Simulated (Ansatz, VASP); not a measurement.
KCdCO3F in VASP and in Ansatz

POSCAR

```
KCdCO3F
1.0
    4.9909969901      0.0000000000      0.0000000000
   -2.4954984950      4.3223301836      0.0000000000
    0.0000000000      0.0000000000      4.3793737022
K Cd C O F
1 1 1 3 1
Direct
    0.0000000000      0.0000000000      0.0000000000
    0.6666666667      0.3333333333      0.5000000000
    0.3333333333      0.6666666667      0.5000000000
    0.1864134959      0.3728269919      0.5000000000
    0.1864134959      0.8135865041      0.5000000000
    0.6271730081      0.8135865041      0.5000000000
    0.6666666667      0.3333333333      0.0000000000
```

File INCAR.step1:

```
  ALGO = Normal
  EDIFF = 1E-4
  ENCUT = 520
  GGA = PE
  ISMEAR = 0
  LASPH = T
  LCHARG = F
  LREAL = F
  LWAVE = T
  NBANDS = 34
  NELM = 80
  PREC = Accurate
  SIGMA = 0.01
```

File INCAR.step2:

```
  ALGO = Normal
  EDIFF = 1E-6
  ENCUT = 520
  ISIF = 2
  ISMEAR = 0
  ISTART = 1
  LASPH = T
  LCHARG = F
  LMIXTAU = T
  LREAL = F
  LWAVE = F
  METAGGA = R2SCAN
  NBANDS = 34
  NELM = 80
  PREC = Accurate
  SIGMA = 0.01
```

Contents of KPOINTS:

```
k-points
0
Gamma
  6 6 6
```

Input for Ansatz:

```yaml
crystal:
  lattice:
    - [4.9909969901, 0.0, 0.0]
    - [-2.495498495, 4.3223301836, 0.0]
    - [0.0, 0.0, 4.3793737022]
  atoms:
    - { symbol: K, position: [0.0, 0.0, 0.0] }
    - { symbol: Cd, position: [0.6666666667, 0.3333333333, 0.5] }
    - { symbol: C, position: [0.3333333333, 0.6666666667, 0.5] }
    - { symbol: O, position: [0.1864134959, 0.3728269919, 0.5] }
    - { symbol: O, position: [0.1864134959, 0.8135865041, 0.5] }
    - { symbol: O, position: [0.6271730081, 0.8135865041, 0.5] }
    - { symbol: F, position: [0.6666666667, 0.3333333333, 0.0] }
kpoints:
  mp_grid: { grid: [6, 6, 6] }
hamiltonian:
  xc: r2scan
scf:
  occupations: { method: fixed }
  n_extra_bands: 5
output:
  forces: true
  stress: true
  eigenvalues: true
```

Alike in both runs: task single point; functional r2SCAN; k mesh 6 × 6 × 6; no spin polarisation.

|  | VASP | Ansatz |
| --- | --- | --- |
| version | VASP 6.6.1 | Ansatz 0.2.0 |
| potentials or method | VASP PAW PBE potentials, release 64 (K_sv, Cd, C, O, F) | plane waves, PAW |
| plane-wave cutoff (eV) | 520 | 500 |
| occupations | gaussian, width 0.01 eV | fixed |
| valence electrons in the cell | 50 | 58 |

|  | VASP | Ansatz | Ansatz less VASP |
| --- | --- | --- | --- |
| gap on the k mesh at the Fermi level (eV) | 2.78 | 2.82 | +0.036 |
| pressure (GPa) | 4.9 | 3.7 | -1.21 |
| traceless stress, the component that is largest in VASP (GPa) | -2.32 | -1.66 | +0.659 |
| rms of the force components (eV/Å) | 0.449 | 0.306 | -0.1439 |

VASP's potentials were made for PBE, not for r2SCAN. Atom by atom the forces differ by 0.144 eV/Å (rms over components). VASP's potentials hold 50 valence electrons a cell and Ansatz's 58, so a difference there can come from the potentials and not from the codes.
